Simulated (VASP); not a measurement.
Runs of VASP 6.6.1 on BaTe. The structure is that of space group Pm-3m (No. 221), or close to it. The cells are those of the table. 

```tsv
cell	gap on the mesh (eV)	pressure (GPa)
a = 4.014 Å, 2 atoms	0.16	4.5
a = 3.911 Å, 2 atoms	none	9.8
a = 4.014, b = 4.014, c = 3.911 Å, 2 atoms	none	6.1
a = 3.911, b = 3.911, c = 4.117 Å, 2 atoms	none	6.1
a = 3.911, b = 3.911, c = 4.014 Å, 2 atoms	none	(a)
```

Alike in all rows: task single point; level LDA; potentials or basis VASP PAW LDA potentials, release 64 (Ba_sv, Te); no spin polarisation; k mesh 8 × 8 × 8; cutoff (eV) 520; smearing gaussian 0.05 eV.

Q: Fill in the values left out.

A: (a) 7.8.

Caveats: spin-orbit coupling is left out, which moves the levels of the heavy elements.

A k mesh can miss the band edges, and the runs leave out spin-orbit coupling on Ba, Te.

A gap of «none» marks levels without a gap at the run's occupations.
